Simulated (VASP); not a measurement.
# WS2 in VASP: notebook

The runs below take WS2 through single point, with PBEsol.

Program: VASP 6.6.1. These are calculated values, not measurements. Logs are shortened: lines on timing, memory, paths and dates and some standing lists are left out, and cuts for length are marked.

**1. The cell of the first run**

The cell holds a slab with vacuum, 3 atoms: a = 3.146 Å, b = 3.146 Å, c = 16.953 Å, α = 90.00°, β = 90.00°, γ = 120.00°.

**2. Single point, PBEsol (atom 1 (W) moved -0.240 Å along Cartesian [1 -1 0])**

The input, INCAR:

```
PREC = Accurate ; ENCUT = 520
EDIFF = 1E-6 ; ISMEAR = 0
SIGMA = 0.05 ; LREAL = F
LASPH = T ; NELM = 80
ALGO = Normal ; ISIF = 2
LWAVE = F ; LCHARG = F
GGA = PS ; NBANDS = 20
```

The input, KPOINTS:

```
regular mesh
0
Gamma
  12 12 2
```

The input, POSCAR:

```
WS2
1.0
    3.1457762098      0.0000000000      0.0000000000
   -1.5728881049      2.7243221123      0.0000000000
    0.0000000000      0.0000000000     16.9534209708
W S
1 2
Direct
    0.3105325894      0.7289594575      0.0000000000
    0.6666666667      0.3333333333      0.9075761480
    0.6666666667      0.3333333333      0.0924238520
```

Potentials or basis: VASP PAW PBE potentials, release 64 (W_sv, S).

Command:

```
cat potpaw_PBE.64/W_sv/POTCAR potpaw_PBE.64/S/POTCAR > POTCAR
mpirun -np 1 vasp_std > vasp.out
```

OUTCAR:

```text
PREC = Accurate
   ENCUT = 520
   EDIFF = 1E-6
   ISMEAR = 0
   LREAL = F
   LASPH = T
   NELM = 80
   ISIF = 2
   GGA = PS

 ion  position               nearest neighbor table
   1  0.311  0.729  0.000-   2 2.28   3 2.28   2 2.36   3 2.36   2 2.58   3 2.58
   2  0.667  0.333  0.908-   1 2.28   1 2.36   1 2.58
   3  0.667  0.333  0.092-   1 2.28   1 2.36   1 2.58

  LATTYP: Found a hexagonal cell.
 ALAT       =     3.1457762098
 C/A-ratio  =     5.3892647919

  Lattice vectors:

 A1 = (   3.1457762098,   0.0000000000,   0.0000000000)
 A2 = (  -1.5728881049,   2.7243221123,   0.0000000000)
 A3 = (   0.0000000000,   0.0000000000,  16.9534209708)

Analysis of symmetry for initial positions (statically):
=====================================================================
 Subroutine PRICEL returns:
 Original cell was already a primitive cell.

 Routine SETGRP: Setting up the symmetry group for a
 hexagonal supercell.

 Subroutine GETGRP returns: Found  2 space group operations
 (whereof  2 operations were pure point group operations)
 out of a pool of 24 trial point group operations.

The static configuration has the point symmetry C_1h.

Analysis of symmetry for dynamics (positions and initial velocities):
=====================================================================
 Subroutine PRICEL returns:
 Original cell was already a primitive cell.

 Routine SETGRP: Setting up the symmetry group for a
 hexagonal supercell.

 Subroutine GETGRP returns: Found  2 space group operations
 (whereof  2 operations were pure point group operations)
 out of a pool of 24 trial point group operations.

The dynamic configuration has the point symmetry C_1h.

 Subroutine INISYM returns: Found  2 space group operations
 (whereof  2 operations are pure point group operations),
 and found     1 'primitive' translations

----------------------------------------------------------------------------------------

                                     Primitive cell

  volume of cell :     145.2926

  direct lattice vectors                    reciprocal lattice vectors
     3.145776210  0.000000000  0.000000000     0.317886567  0.183531895  0.000000000
    -1.572888105  2.724322112  0.000000000     0.000000000  0.367063790  0.000000000
[... 76 lines left out ...]
   NGXF,Y,Z  is equivalent  to a cutoff of  25.37, 25.37, 24.71 a.u.
 SYSTEM =  unknown system
   PREC   = accura    normal or accurate (medium, high low for compatibility)
   ISTART =      0    job   : 0-new  1-cont  2-samecut
   ICHARG =      2    charge: 1-file 2-atom 10-const
   ISPIN  =      1    spin polarized calculation?
   LNONCOLLINEAR =      F non collinear calculations
   LSORBIT =      F    spin-orbit coupling
   LASPH  =      T    aspherical Exc in radial PAW
   ENCUT  =  520.0 eV  38.22 Ry    6.18 a.u.   5.85  5.85 31.52*2*pi/ulx,y,z
   NELM   =     80;   NELMIN=  2; NELMDL= -5     # of ELM steps
   EDIFF  = 0.1E-05   stopping-criterion for ELM
   LREAL  =      F    real-space projection
   EDIFFG = 0.1E-04   stopping-criterion for IOM
   NSW    =      0    number of steps for IOM
   IBRION =     -1    ionic relax: 0-MD 1-quasi-New 2-CG
   NFREE  =      0    steps in history (QN), initial steepest desc. (CG)
   ISIF   =      2    stress and relaxation
   ISYM   =      2    0-nonsym 1-usesym 2-fastsym
   POTIM  = 0.5000    time-step for ionic-motion
   TEBEG  =    0.0;   TEEND  =   0.0 temperature during run
   PSTRESS=    0.0 pullay stress
   NELECT =      26.0000    total number of electrons
   NUPDOWN=      -1.0000    fix difference up-down
   EMIN   =  10.00;   EMAX   =-10.00  energy-range for DOS
   EFERMI =   0.00;   METHOD = LEGACY
   ISMEAR =     0;   SIGMA  =   0.05  broadening in eV -4-tet -1-fermi 0-gaus
   EFERMI_NEDOS =   21; number of points for ismear=-14 and -15
   IALGO  =     38    algorithm
   IMIX   =      4    mixing-type and parameters
     AMIX     =   0.40;   BMIX     =  1.00
     AMIX_MAG =   1.60;   BMIX_MAG =  1.00
  volume/ion in A,a.u.               =      48.43       326.83
  Fermi-wavevector in a.u.,A,eV,Ry     =   0.922539  1.743346 11.579622  0.851078
  Thomas-Fermi vector in A             =   2.048077
   LORBIT       =      0    0 simple, 1 ext, 2 COOP (PROOUT), +10 PAW based schemes
   GGA     = PS    functional components
   LHFCALC =     F    Hartree Fock is set to
   AEXX    =    0.0000 exact exchange contribution
   IVDW    =     0    specifies the selected vdW correction
   LEPSILON=     F    determine dielectric tensor
   LRPA    =     F    only Hartree local field effects (RPA)
 non-spin polarized calculation
 Gauss-broadening in eV      SIGMA  =   0.05
  energy-cutoff  :      520.00
  volume of cell :      145.29
 maximum number of plane-waves:      3942
   NGX = 11   NGY = 11   NGZ = 63

 number of electron      25.9999998 magnetization

 Free energy of the ion-electron system (eV)
  ---------------------------------------------------
  ext. energy  EPLUGINS =         0.00000000
  ---------------------------------------------------
  free energy    TOTEN  =       -24.64460991 eV

  energy without entropy =      -24.64460991  energy(sigma->0) =      -24.64460991

 E-fermi :  -0.6718     XC(G=0):  -4.6007

 val. band max:       -1.0126306172   @ k =   0.3333   0.3333   0.0000
 cond. band min:       0.5276618763   @ k =   0.0000   0.0000   0.0000
 fundamental gap:      1.5402924936
 Fermi energy:        -0.6717870628

 k-point     1 :       0.0000    0.0000    0.0000
  band No.  band energies     occupation
      1     -75.0344      2.00000
      2     -39.3603      2.00000
      3     -39.1603      2.00000
      4     -39.0904      2.00000
      5     -16.0512      2.00000
      6     -14.3408      2.00000
[... 541 lines left out ...]
     19       5.3610      0.00000
     20       6.3143      0.00000

 [... further k-points ...]
[... 5 lines left out ...]
  --------------------------------------------------------------------------------------
  -------------------------------------------------------------------------------------
  Total       -0.4577506      2.1565257      2.2265417      1.4015437      0.0000000      0.0000000
  in kB       -5.0477276     23.7805331     24.5526167     15.4551629      0.0000000      0.0000000
  external PRESSURE =      14.4284741 kB  Pullay stress =       0.0000000 kB

 VOLUME and BASIS-vectors are now :
 -----------------------------------------------------------------------------
  energy-cutoff  :      520.00
  volume of cell :      145.29
      direct lattice vectors                 reciprocal lattice vectors
     3.145776210  0.000000000  0.000000000     0.317886567  0.183531895  0.000000000
    -1.572888105  2.724322112  0.000000000     0.000000000  0.367063790  0.000000000
     0.000000000  0.000000000 16.953420971     0.000000000  0.000000000  0.058985145

 POSITION                                       TOTAL-FORCE (eV/Angst)
 -----------------------------------------------------------------------------------
     -0.16971      1.98592      0.00000         3.260670     -3.575264      0.000000
      1.57289      0.90811     15.38652        -1.630335      1.787632     -0.719178
      1.57289      0.90811      1.56690        -1.630335      1.787632      0.719178
 -----------------------------------------------------------------------------------
    total drift:                               -0.000020      0.000020     -0.000000

  FREE ENERGIE OF THE ION-ELECTRON SYSTEM (eV)
  ---------------------------------------------------
  free  energy   TOTEN  =       -24.6446099140 eV

  energy  without entropy=      -24.6446099140  energy(sigma->0) =      -24.64460991
```

OSZICAR:

```text
N       E                     dE             d eps       ncg     rms          rms(c)
DAV:   1     0.176762315387E+03    0.17676E+03   -0.13894E+04  7104   0.108E+03
DAV:   2    -0.126165270295E+02   -0.18938E+03   -0.18400E+03  7696   0.259E+02
DAV:   3    -0.257199465709E+02   -0.13103E+02   -0.13013E+02  7984   0.663E+01
[... 14 lines left out ...]
DAV:  18    -0.246445860751E+02   -0.32906E-04   -0.14478E-06  5740   0.508E-03    0.293E-03
DAV:  19    -0.246446029357E+02   -0.16861E-04   -0.10526E-06  6104   0.336E-03    0.271E-03
DAV:  20    -0.246446082396E+02   -0.53039E-05   -0.27518E-07  5628   0.169E-03    0.204E-03
DAV:  21    -0.246446096779E+02   -0.14383E-05   -0.80081E-08  4736   0.106E-03    0.477E-04
DAV:  22    -0.246446099140E+02   -0.23608E-06   -0.59871E-09  4400   0.376E-04
   1 F= -.24644610E+02 E0= -.24644610E+02  d E =-.257873E-23
```

Run time: 14 min. Hardware: 1 thread of Oxide Virtual Turin-like, shared host; peak memory 0.49 GiB.

What came out:

```
Free energy            : -24.6446 eV
Largest force          : 4.839 eV/Å
Band gap on the k mesh : 1.54 eV (least direct gap 1.87 eV)
```

Forces on the atoms (eV/Å):
```
W    3.261 -3.575  0.000
S   -1.630  1.788 -0.719
S   -1.630  1.788  0.719
```

Caveat: the cell differs from its parent crystal (atom 1 (W) moved -0.240 Å along Cartesian [1 -1 0]); there is no dipole correction, which matters where the two faces differ; the PAW data sets were made with another functional, which shifts forces and pressure a little; spin-orbit coupling is left out, which moves the levels of the heavy elements.

**3. Single point, PBEsol (atom 1 (W) moved +0.180 Å along Cartesian [1 -1 0])**

The input, INCAR:

```
ALGO = Normal
EDIFF = 1E-6
ENCUT = 520
GGA = PS
ISIF = 2
ISMEAR = 0
LASPH = T
LCHARG = F
LREAL = F
LWAVE = F
NBANDS = 20
NELM = 100
PREC = Accurate
SIGMA = 0.05
```

The input, KPOINTS:

```
k-points
0
Gamma
  12 12 2
```

Edit POSCAR of step 2 so:

```diff
@@ -8,3 +8,3 @@
 Direct
-    0.3105325894      0.7289594575      0.0000000000
+    0.3504338913      0.6199470735      0.0000000000
     0.6666666667      0.3333333333      0.9075761480
```

Potentials or basis: VASP PAW PBE potentials, release 64 (W_sv, S).

Command:

```
cat potpaw_PBE.64/W_sv/POTCAR potpaw_PBE.64/S/POTCAR > POTCAR
mpirun -np 1 vasp_std > vasp.out
```

Wall time 11 min (1 thread of Oxide Virtual Turin-like, shared host); peak memory 0.5 GiB.

The run converged. Its results:

- Free energy: -24.8877 eV
- Largest force: 4.011 eV/Å
- Band gap on the k mesh: 1.75 eV (least direct gap 1.90 eV)

Forces in eV/Å, atoms in the order of the input:
```
W   -2.925  2.745  0.000
S    1.463 -1.373 -0.470
S    1.463 -1.373  0.470
```

Levels at points of the mesh, in eV from the valence-band top:
| k point | band 9 | band 10 | band 11 | band 12 | band 13 | band 14 | band 15 | band 16 | band 17 | band 18 |
| --- | --- | --- | --- | --- | --- | --- | --- | --- | --- | --- |
| (0.00, 0.00, 0.00) | -2.69 | -2.63 | -2.05 | -0.74 | -0.26 | 1.91 | 2.45 | 3.41 | 3.84 | 5.09 |
| (0.50, 0.00, 0.00) | -4.72 | -3.55 | -2.13 | -1.77 | -0.33 | 2.90 | 3.13 | 3.39 | 5.11 | 5.31 |
| (0.00, 0.50, 0.00) | -4.81 | -3.75 | -2.00 | -1.61 | -0.42 | 2.97 | 3.24 | 3.34 | 5.07 | 5.13 |
| (0.50, 0.50, 0.00) | -4.37 | -3.24 | -2.62 | -1.49 | -1.05 | 2.78 | 3.40 | 4.31 | 4.92 | 5.17 |
| (0.00, 0.00, 0.50) | -2.69 | -2.63 | -2.05 | -0.74 | -0.26 | 1.91 | 2.45 | 3.41 | 3.84 | 5.21 |
| (0.50, 0.00, 0.50) | -4.72 | -3.55 | -2.13 | -1.77 | -0.33 | 2.90 | 3.13 | 3.39 | 5.11 | 5.31 |
| (0.00, 0.50, 0.50) | -4.81 | -3.75 | -2.00 | -1.61 | -0.42 | 2.97 | 3.24 | 3.34 | 5.07 | 5.13 |
| (0.50, 0.50, 0.50) | -4.37 | -3.24 | -2.62 | -1.49 | -1.05 | 2.78 | 3.40 | 4.31 | 4.92 | 5.17 |

Caveat: the cell differs from its parent crystal (atom 1 (W) moved +0.180 Å along Cartesian [1 -1 0]); there is no dipole correction, which matters where the two faces differ; the PAW data sets were made with another functional, which shifts forces and pressure a little; spin-orbit coupling is left out, which moves the levels of the heavy elements.
